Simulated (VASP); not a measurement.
# Sc (P6_3/mmc) in VASP: further runs

Aim: see how the results for Sc move with the level of theory and the settings. Levels: PBE, r2SCAN. Tasks: electric field gradients.

Program: VASP 6.6.1. These are calculated values, not measurements. Logs are shortened: lines on timing, memory, paths and dates and some standing lists are left out, and cuts for length are marked.

## Step 1: The cell of the first run

It takes space group P6_3/mmc (No. 194, hexagonal). The conventional cell has a = 3.309 Å, b = 3.309 Å, c = 5.273 Å, α = 90.00°, β = 90.00°, γ = 120.00°. Sc (site symmetry -6m2) has 12 Sc at 3.26 to 3.31 Å within 4.3 Å.

## Step 2: Electric field gradients, PBE

Contents of INCAR:

```
PREC = Accurate
ENCUT = 520
EDIFF = 1E-8
ISMEAR = -1
SIGMA = 0.05
LREAL = False
LASPH = True
NELM = 80
ALGO = Normal
ISIF = 2
LWAVE = False
LCHARG = False
GGA = PE
LEFG = True
NBANDS = 18
```

Contents of KPOINTS:

```
regular mesh
0
Gamma
  10 10 6
```

Contents of POSCAR:

```
Sc
1.0
    3.3090000000      0.0000000000      0.0000000000
   -1.6545000000      2.8656780611      0.0000000000
    0.0000000000      0.0000000000      5.2733000000
Sc
2
Direct
    0.3333333333      0.6666666667      0.2500000000
    0.6666666667      0.3333333333      0.7500000000
```

Potentials or basis: VASP PAW PBE potentials, release 64 (Sc_sv).

The run is started by

```console
cat potpaw_PBE.64/Sc_sv/POTCAR > POTCAR
mpirun -np 1 vasp_std > vasp.out
```

OUTCAR:

```text
PREC = Accurate
   ENCUT = 520
   EDIFF = 1E-8
   ISMEAR = -1
   LREAL = False
   LASPH = True
   NELM = 80
   ISIF = 2
   GGA = PE

 ion  position               nearest neighbor table
   1  0.333  0.667  0.250-   2 3.26   2 3.26   2 3.26   2 3.26   2 3.26   2 3.26
   2  0.667  0.333  0.750-   1 3.26   1 3.26   1 3.26   1 3.26   1 3.26   1 3.26

  LATTYP: Found a hexagonal cell.
 ALAT       =     3.3090000000
 C/A-ratio  =     1.5936234512

  Lattice vectors:

 A1 = (   3.3090000000,   0.0000000000,   0.0000000000)
 A2 = (  -1.6545000000,   2.8656780611,   0.0000000000)
 A3 = (   0.0000000000,   0.0000000000,   5.2733000000)

Analysis of symmetry for initial positions (statically):
=====================================================================
 Subroutine PRICEL returns:
 Original cell was already a primitive cell.

 Routine SETGRP: Setting up the symmetry group for a
 hexagonal supercell.

 Subroutine GETGRP returns: Found 24 space group operations
 (whereof 12 operations were pure point group operations)
 out of a pool of 24 trial point group operations.

The static configuration has the point symmetry D_3d.
 The point group associated with its full space group is D_6h.

Analysis of symmetry for dynamics (positions and initial velocities):
=====================================================================
 Subroutine PRICEL returns:
 Original cell was already a primitive cell.

 Routine SETGRP: Setting up the symmetry group for a
 hexagonal supercell.

 Subroutine GETGRP returns: Found 24 space group operations
 (whereof 12 operations were pure point group operations)
 out of a pool of 24 trial point group operations.

The dynamic configuration has the point symmetry D_3d.
 The point group associated with its full space group is D_6h.

 Subroutine INISYM returns: Found 24 space group operations
 (whereof 12 operations are pure point group operations),
 and found     1 'primitive' translations

----------------------------------------------------------------------------------------

                                     Primitive cell

  volume of cell :      50.0042

  direct lattice vectors                    reciprocal lattice vectors
     3.309000000  0.000000000  0.000000000     0.302206105  0.174478776  0.000000000
    -1.654500000  2.865678061  0.000000000     0.000000000  0.348957552  0.000000000
     0.000000000  0.000000000  5.273300000     0.000000000  0.000000000  0.189634574

  length of vectors
     3.309000000  3.309000000  5.273300000     0.348957552  0.348957552  0.189634574

  position of ions in fractional coordinates (direct lattice)
     0.333333333  0.666666667  0.250000000
     0.666666667  0.333333333  0.750000000

  ion indices of the primitive-cell ions
   primitive index   ion index
                 1           1
                 2           2

----------------------------------------------------------------------------------------

 KPOINTS: regular mesh

Automatic generation of k-mesh.
 Grid dimensions read from file:
 generate k-points for:   10   10    6

 Generating k-lattice:

  Cartesian coordinates                     Fractional coordinates (reciprocal lattice)
     0.030220610  0.017447878  0.000000000     0.100000000 -0.000000000  0.000000000
     0.000000000  0.034895755  0.000000000     0.000000000  0.100000000  0.000000000
     0.000000000  0.000000000  0.031605762     0.000000000  0.000000000  0.166666667

  Length of vectors
     0.034895755  0.034895755  0.031605762

  Shift w.r.t. Gamma in fractional coordinates (k-lattice)
     0.000000000  0.000000000  0.000000000

 Subroutine IBZKPT returns following result:
 ===========================================

 Found     56 irreducible k-points:

 Following reciprocal coordinates:
            Coordinates               Weight
  0.000000  0.000000  0.000000      1.000000
  0.100000 -0.000000  0.000000      6.000000
  0.200000 -0.000000  0.000000      6.000000
  0.300000  0.000000  0.000000      6.000000
  0.400000  0.000000  0.000000      6.000000
  0.500000  0.000000  0.000000      3.000000
[... 16 lines left out ...]
  0.300000  0.100000  0.166667     24.000000
  0.400000  0.100000  0.166667     24.000000
 [... further k-points ...]
   k-points           NKPTS =     56   k-points in BZ     NKDIM =     56   number of bands    NBANDS=     18
   number of dos      NEDOS =    301   number of ions     NIONS =      2
   total plane-waves  NPLWV =  31360
   dimension x,y,z NGX =    28 NGY =   28 NGZ =   40
   dimension x,y,z NGXF=    56 NGYF=   56 NGZF=   80
   ions per type =               2
   NGX,Y,Z   is equivalent  to a cutoff of  14.07, 14.07, 12.61 a.u.
   NGXF,Y,Z  is equivalent  to a cutoff of  28.13, 28.13, 25.22 a.u.
 SYSTEM =  unknown system
   PREC   = accura    normal or accurate (medium, high low for compatibility)
   ISTART =      0    job   : 0-new  1-cont  2-samecut
   ICHARG =      2    charge: 1-file 2-atom 10-const
   ISPIN  =      1    spin polarized calculation?
   LNONCOLLINEAR =      F non collinear calculations
   LSORBIT =      F    spin-orbit coupling
   LASPH  =      T    aspherical Exc in radial PAW
   ENCUT  =  520.0 eV  38.22 Ry    6.18 a.u.   6.15  6.15  9.80*2*pi/ulx,y,z
   NELM   =     80;   NELMIN=  2; NELMDL= -5     # of ELM steps
   EDIFF  = 0.1E-07   stopping-criterion for ELM
   LREAL  =      F    real-space projection
   EDIFFG = 0.1E-06   stopping-criterion for IOM
   NSW    =      0    number of steps for IOM
   IBRION =     -1    ionic relax: 0-MD 1-quasi-New 2-CG
   NFREE  =      0    steps in history (QN), initial steepest desc. (CG)
   ISIF   =      2    stress and relaxation
   ISYM   =      2    0-nonsym 1-usesym 2-fastsym
   POTIM  = 0.5000    time-step for ionic-motion
   TEBEG  =    0.0;   TEEND  =   0.0 temperature during run
   PSTRESS=    0.0 pullay stress
   NELECT =      22.0000    total number of electrons
   NUPDOWN=      -1.0000    fix difference up-down
   EMIN   =  10.00;   EMAX   =-10.00  energy-range for DOS
   EFERMI =   0.00;   METHOD = LEGACY
   ISMEAR =    -1;   SIGMA  =   0.05  broadening in eV -4-tet -1-fermi 0-gaus
   EFERMI_NEDOS =   21; number of points for ismear=-14 and -15
   IALGO  =     38    algorithm
   IMIX   =      4    mixing-type and parameters
     AMIX     =   0.40;   BMIX     =  1.00
     AMIX_MAG =   1.60;   BMIX_MAG =  1.00
  volume/ion in A,a.u.               =      25.00       168.72
  Fermi-wavevector in a.u.,A,eV,Ry     =   1.245127  2.352948 21.093660  1.550340
  Thomas-Fermi vector in A             =   2.379363
   LORBIT       =      0    0 simple, 1 ext, 2 COOP (PROOUT), +10 PAW based schemes
   GGA     = PE    functional components
   LHFCALC =     F    Hartree Fock is set to
   AEXX    =    0.0000 exact exchange contribution
   IVDW    =     0    specifies the selected vdW correction
   LEPSILON=     F    determine dielectric tensor
   LRPA    =     F    only Hartree local field effects (RPA)
 non-spin polarized calculation
  energy-cutoff  :      520.00
  volume of cell :       50.00
 maximum number of plane-waves:      1387
 NGX is ok and might be reduce to    28
   NGX = 13   NGY = 13   NGZ = 19

 number of electron      22.0000000 magnetization

 Free energy of the ion-electron system (eV)
  ---------------------------------------------------
  ext. energy  EPLUGINS =         0.00000000
  ---------------------------------------------------
  free energy    TOTEN  =       -12.50856897 eV

  energy without entropy =      -12.47133897  energy(sigma->0) =      -12.48995397

 E-fermi :   3.5985     XC(G=0):  -9.8208

 val. band max:        3.5965977032   @ k =   0.4000   0.1000   0.3333
 cond. band min:       3.6056880678   @ k =   0.2000   0.2000   0.1667
 fundamental gap:      0.0090903647
 Fermi energy:         3.5984808715

 k-point     1 :       0.0000    0.0000    0.0000
  band No.  band energies     occupation
      1     -45.8575      2.00000
      2     -45.7964      2.00000
      3     -24.6639      2.00000
      4     -24.3402      2.00000
      5     -24.3402      2.00000
      6     -24.2838      2.00000
[... 10 lines left out ...]
     17       5.9615      0.00000
     18       5.9615      0.00000
[... 463 lines left out ...]
 k-point    24 :       0.4000    0.1000    0.1667
  band No.  band energies     occupation
      1     -45.8025      2.00000
      2     -45.7851      2.00000
      3     -24.6106      2.00000
      4     -24.5515      2.00000
      5     -24.4678      2.00000
      6     -24.4215      2.00000
[... 10 lines left out ...]
     17       7.2179      0.00000
     18       7.3806      0.00000

 [... further k-points ...]

------------------------ aborting loop because EDIFF is reached ----------------------------------------

  FORCE on cell =-STRESS in cart. coord.  units (eV):
  Direction    XX          YY          ZZ          XY          YZ          ZX
  --------------------------------------------------------------------------------------
  -------------------------------------------------------------------------------------
  Total       -0.0368472     -0.0368472     -0.5506429      0.0000000      0.0000000     -0.0000000
  in kB       -1.1806153     -1.1806153    -17.6430624      0.0000000      0.0000000     -0.0000000
  external PRESSURE =      -6.6680976 kB  Pullay stress =       0.0000000 kB

 VOLUME and BASIS-vectors are now :
 -----------------------------------------------------------------------------
  energy-cutoff  :      520.00
  volume of cell :       50.00
      direct lattice vectors                 reciprocal lattice vectors
     3.309000000  0.000000000  0.000000000     0.302206105  0.174478776  0.000000000
    -1.654500000  2.865678061  0.000000000     0.000000000  0.348957552  0.000000000
     0.000000000  0.000000000  5.273300000     0.000000000  0.000000000  0.189634574

 POSITION                                       TOTAL-FORCE (eV/Angst)
 -----------------------------------------------------------------------------------
     -0.00000      1.91045      1.31832        -0.000000     -0.000000      0.000000
      1.65450      0.95523      3.95498         0.000000      0.000000      0.000000
 -----------------------------------------------------------------------------------
    total drift:                               -0.000000      0.000000     -0.000000

  FREE ENERGIE OF THE ION-ELECTRON SYSTEM (eV)
  ---------------------------------------------------
  free  energy   TOTEN  =       -12.5085689746 eV

  energy  without entropy=      -12.4713389699  energy(sigma->0) =      -12.48995397

 Electric field gradients (V/A^2)
---------------------------------------------------------------------
 ion       V_xx      V_yy      V_zz      V_xy      V_xz      V_yz
---------------------------------------------------------------------
   1      -4.701    -4.701     9.402     0.000     0.000    -0.000
   2      -4.701    -4.701     9.402     0.000    -0.000     0.000
---------------------------------------------------------------------

 Electric field gradients after diagonalization (V/A^2)
 (convention: |V_zz| > |V_xx| > |V_yy|)
----------------------------------------------------------------------
 ion       V_xx      V_yy      V_zz     asymmetry (V_yy - V_xx)/ V_zz
----------------------------------------------------------------------
   1      -4.701    -4.701     9.402       0.000
   2      -4.701    -4.701     9.402       0.000
----------------------------------------------------------------------

           NMR quadrupolar parameters

 Cq : quadrupolar parameter    Cq=e*Q*V_zz/h
 eta: asymmetry parameters     (V_yy - V_xx)/ V_zz
 Q  : nuclear electric quadrupole moment in mb (millibarn)
----------------------------------------------------------------------
 ion       Cq(MHz)       eta       Q (mb)
----------------------------------------------------------------------
   1       0.023       0.000       1.000
   2       0.023       0.000       1.000
----------------------------------------------------------------------
```

Wall time 39 s (1 thread of Oxide Virtual Turin-like, shared host); peak memory 0.16 GiB.

Results:

```yaml
Free_energy: -12.5086 eV
Pressure: -0.7 GPa
Band_gap_on_the_k_mesh: zero (band 11 reaches 4.48 eV, above the bottom of band 12 at 3.14 eV)
```

Stress tensor (GPa, compression positive):
```
-0.12  0.00  0.00
 0.00 -0.12  0.00
 0.00  0.00 -1.76
```

Levels at points of the mesh, in eV from the Fermi level:
```
           k point  band 7  band 8  band 9  band 10  band 11  band 12  band 13  band 14  band 15  band 16
(0.00, 0.00, 0.00)  -27.88  -27.87   -5.10    -1.66     0.42     1.59     1.59     1.71     2.00     2.00
(0.50, 0.00, 0.00)  -27.96  -27.93   -1.58    -1.03    -0.68    -0.29     1.21     1.41     1.76     3.73
(0.00, 0.00, 0.50)  -27.91  -27.91   -3.62    -3.62     0.89     0.89     1.54     1.54     1.54     1.54
(0.50, 0.00, 0.50)  -27.97  -27.97   -1.45    -1.45     0.04     0.04     1.24     1.24     2.38     2.38
```

Electric field gradients, principal values (V/Å²):
| atom | least | middle | greatest (by size) |
| --- | --- | --- | --- |
| 1 Sc | -4.701 | -4.701 | 9.402 |
| 2 Sc | -4.701 | -4.701 | 9.402 |

Caveat: without QUAD_EFG the Cq values of the log hold for a quadrupole moment of 1 mb, not for the nuclei.

## Step 3: Electric field gradients, r2SCAN

POSCAR is that of step 2.

Contents of INCAR.step1:

```
SYSTEM = Sc
PREC = Accurate
ENCUT = 520
ISMEAR = -1
SIGMA = 0.05
LREAL = .FALSE.
LASPH = .TRUE.
NELM = 60
NBANDS = 18
GGA = PE
ALGO = Normal
EDIFF = 1E-4
LWAVE = .TRUE.
LCHARG = .FALSE.
```

Contents of INCAR.step2:

```
SYSTEM = Sc
PREC = Accurate
ENCUT = 520
EDIFF = 1E-8
ISMEAR = -1
SIGMA = 0.05
LREAL = .FALSE.
LASPH = .TRUE.
NELM = 60
ALGO = Normal
ISIF = 2
LWAVE = .FALSE.
LCHARG = .FALSE.
METAGGA = R2SCAN
LMIXTAU = .TRUE.
LEFG = .TRUE.
NBANDS = 18
ISTART = 1
```

Contents of KPOINTS:

```
regular mesh
0
G
  11 11 6
  0 0 0
```

Potentials or basis: VASP PAW PBE potentials, release 64 (Sc_sv).

The run is started by

```console
cat potpaw_PBE.64/Sc_sv/POTCAR > POTCAR
cp INCAR.step1 INCAR
mpirun -np 1 vasp_std > vasp.out
cp INCAR.step2 INCAR
mpirun -np 1 vasp_std > vasp.out
```

OUTCAR:

```text
SYSTEM = Sc
   PREC = Accurate
   ENCUT = 520
   EDIFF = 1E-8
   ISMEAR = -1
   LREAL = .FALSE.
   LASPH = .TRUE.
   NELM = 60
   ISIF = 2
   METAGGA = R2SCAN
   ISTART = 1

 ion  position               nearest neighbor table
   1  0.333  0.667  0.250-   2 3.26   2 3.26   2 3.26   2 3.26   2 3.26   2 3.26
   2  0.667  0.333  0.750-   1 3.26   1 3.26   1 3.26   1 3.26   1 3.26   1 3.26

  LATTYP: Found a hexagonal cell.
 ALAT       =     3.3090000000
 C/A-ratio  =     1.5936234512

  Lattice vectors:

 A1 = (   3.3090000000,   0.0000000000,   0.0000000000)
 A2 = (  -1.6545000000,   2.8656780611,   0.0000000000)
 A3 = (   0.0000000000,   0.0000000000,   5.2733000000)

Analysis of symmetry for initial positions (statically):
=====================================================================
 Subroutine PRICEL returns:
 Original cell was already a primitive cell.

 Routine SETGRP: Setting up the symmetry group for a
[... 696 lines left out ...]
  volume of cell :       50.00
      direct lattice vectors                 reciprocal lattice vectors
     3.309000000  0.000000000  0.000000000     0.302206105  0.174478776  0.000000000
    -1.654500000  2.865678061  0.000000000     0.000000000  0.348957552  0.000000000
     0.000000000  0.000000000  5.273300000     0.000000000  0.000000000  0.189634574

 POSITION                                       TOTAL-FORCE (eV/Angst)
 -----------------------------------------------------------------------------------
     -0.00000      1.91045      1.31832        -0.000000      0.000000     -0.000000
      1.65450      0.95523      3.95498         0.000000      0.000000      0.000000
 -----------------------------------------------------------------------------------
    total drift:                               -0.000000      0.000000     -0.000000

  FREE ENERGIE OF THE ION-ELECTRON SYSTEM (eV)
  ---------------------------------------------------
  free  energy   TOTEN  =       -22.7246482671 eV

  energy  without entropy=      -22.6915618999  energy(sigma->0) =      -22.70810508

 Electric field gradients (V/A^2)
---------------------------------------------------------------------
 ion       V_xx      V_yy      V_zz      V_xy      V_xz      V_yz
---------------------------------------------------------------------
   1      -4.282    -4.282     8.564     0.000     0.000    -0.000
   2      -4.282    -4.282     8.564     0.000    -0.000     0.000
---------------------------------------------------------------------

 Electric field gradients after diagonalization (V/A^2)
 (convention: |V_zz| > |V_xx| > |V_yy|)
----------------------------------------------------------------------
 ion       V_xx      V_yy      V_zz     asymmetry (V_yy - V_xx)/ V_zz
----------------------------------------------------------------------
   1      -4.282    -4.282     8.564       0.000
   2      -4.282    -4.282     8.564       0.000
----------------------------------------------------------------------

           NMR quadrupolar parameters

 Cq : quadrupolar parameter    Cq=e*Q*V_zz/h
 eta: asymmetry parameters     (V_yy - V_xx)/ V_zz
 Q  : nuclear electric quadrupole moment in mb (millibarn)
----------------------------------------------------------------------
 ion       Cq(MHz)       eta       Q (mb)
----------------------------------------------------------------------
   1       0.021       0.000       1.000
   2       0.021       0.000       1.000
----------------------------------------------------------------------
```

OUTCAR.step1:

```text
SYSTEM = Sc
   PREC = Accurate
   ENCUT = 520
   ISMEAR = -1
   LREAL = .FALSE.
   LASPH = .TRUE.
[... 728 lines left out ...]
     -0.00000      1.91045      1.31832        -0.000000      0.000000      0.000000
      1.65450      0.95523      3.95498         0.000000     -0.000000      0.000000
 -----------------------------------------------------------------------------------
    total drift:                               -0.000000      0.000000     -0.000000

  FREE ENERGIE OF THE ION-ELECTRON SYSTEM (eV)
  ---------------------------------------------------
  free  energy   TOTEN  =       -12.5096903865 eV

  energy  without entropy=      -12.4748601620  energy(sigma->0) =      -12.49227527
```

OSZICAR.step1:

```text
N       E                     dE             d eps       ncg     rms          rms(c)
DAV:   1     0.354166615038E+03    0.35417E+03   -0.11043E+04  2320   0.130E+03
DAV:   2     0.665941810817E+01   -0.34751E+03   -0.34084E+03  2832   0.533E+02
DAV:   3    -0.135415750929E+02   -0.20201E+02   -0.19394E+02  3802   0.153E+02
DAV:   4    -0.139270254626E+02   -0.38545E+00   -0.38347E+00  3456   0.197E+01
DAV:   5    -0.139323595195E+02   -0.53341E-02   -0.53297E-02  3918   0.235E+00    0.750E+00
DAV:   6    -0.126775875948E+02    0.12548E+01   -0.28920E+00  3034   0.186E+01    0.223E+00
DAV:   7    -0.125212103665E+02    0.15638E+00   -0.71386E-01  3104   0.841E+00    0.883E-01
DAV:   8    -0.125115122350E+02    0.96981E-02   -0.34194E-02  3018   0.232E+00    0.266E-01
DAV:   9    -0.125096759157E+02    0.18363E-02   -0.10135E-02  3158   0.103E+00    0.220E-02
DAV:  10    -0.125096903865E+02   -0.14471E-04   -0.10375E-04  2104   0.164E-01
   1 F= -.12509690E+02 E0= -.12492275E+02  d E =-.348302E-01
```

Wall time 8.8 min (1 thread of Oxide Virtual Turin-like, shared host); peak memory 0.17 GiB.

What came out:

| Item | Value |
| --- | --- |
| Free energy | -22.7246 eV |
| Pressure | 0.1 GPa |
| Band gap on the k mesh | zero (band 11 reaches 4.65 eV, above the bottom of band 12 at 3.20 eV) |

Stress tensor (GPa, compression positive):
```
 0.59  0.00  0.00
 0.00  0.59  0.00
 0.00  0.00 -0.85
```

Electric field gradients, principal values (V/Å²):
```tsv
atom	least	middle	greatest (by size)
1 Sc	-4.282	-4.282	8.564
2 Sc	-4.282	-4.282	8.564
```

Caveat: without QUAD_EFG the Cq values of the log hold for a quadrupole moment of 1 mb, not for the nuclei; the PAW data sets were made with another functional, which shifts forces and pressure a little.
